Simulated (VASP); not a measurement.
KBr, 2 atoms in the cell. Symmetry: Pm-3m, No. 221, cubic system. The conventional cell has a = 3.976 Å, b = 3.976 Å, c = 3.976 Å, α = 90.00°, β = 90.00°, γ = 90.00°. Within 4.5 Å of K (site symmetry m-3m) lie 8 Br at 3.44 Å and 6 K at 3.98 Å. Within 4.5 Å of Br (site symmetry m-3m) lie 8 K at 3.44 Å and 6 Br at 3.98 Å. 

| Quantity | Value |
| --- | --- |
| Program | VASP 6.6.1 |
| Task | single point |
| Functional | PBE |
| Potentials or basis | VASP PAW PBE potentials, release 64 (K_sv, Br) |
| Cutoff | 500 eV |
| k mesh | 4 × 4 × 4 |
| Occupations | gaussian, width 0.01 eV |
| Spin | no spin polarisation |
| Dipole correction | no |
| Further INCAR settings | ALGO = Normal; EDIFF = 1e-06; NBANDS = 15 |

Potentials or basis: VASP PAW PBE potentials, release 64 (K_sv, Br).

Run with:

```bash
$ cat potpaw_PBE.64/K_sv/POTCAR potpaw_PBE.64/Br/POTCAR > POTCAR
$ mpirun -np 1 vasp_std > vasp.out
```

Hardware: 1 thread of Intel(R) Xeon(R) 6975P-C (Granite Rapids) (shared host).

Problem. Estimate the wall time of this run.

Solution. Run time: 4.7 s on 1 thread of Intel(R) Xeon(R) 6975P-C (Granite Rapids) (shared host), peak memory 0.16 GiB. Counts: scf iterations 12, k points 10.
